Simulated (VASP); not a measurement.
A run of VASP 6.6.1 is set up as follows.

Contents of INCAR:

```
PREC = Accurate
ENCUT = 520
EDIFF = 1E-6
ISMEAR = 0
SIGMA = 0.15
LREAL = False
LASPH = True
NELM = 100
ALGO = Normal
ISIF = 2
LWAVE = False
LCHARG = True
GGA = PE
IVDW = 12
LELF = True
LVHAR = True
NBANDS = 18
```

The input KPOINTS:

```
regular mesh
0
Gamma
  16 16 12
```

File POSCAR:

```
P
1.0
    1.5989648134     -5.2868514324      0.0000000000
    1.5989648134      5.2868514324      0.0000000000
    0.0000000000      0.0000000000      4.1668618235
P
4
Direct
    0.1063803446      0.8936196554      0.9280972034
    0.6063803446      0.3936196554      0.5719027966
    0.8936196554      0.1063803446      0.0719027966
    0.3936196554      0.6063803446      0.4280972034
```

Potentials or basis: VASP PAW PBE potentials, release 64 (P).

The run is started by

```console
$ cat potpaw_PBE.64/P/POTCAR > POTCAR
$ mpirun -np 1 vasp_std > vasp.out
```

(1) Estimate the largest force.

(2) Estimate the band gap on the k mesh.

(3) Predict the pressure.

(4) Predict the dispersion energy per atom.

## Answers

(1) 0.428 eV/Å.

(2) zero (bands 10 and 11 overlap by 0.30 eV).

(3) 1.1 GPa.

(4) -0.398 eV.

Caveat: the cell differs from its parent crystal (strain -0.0375 x Voigt [1, -1, 0, 0, 0, 0]); the stress differs along the axes, from -6 to 7 GPa.
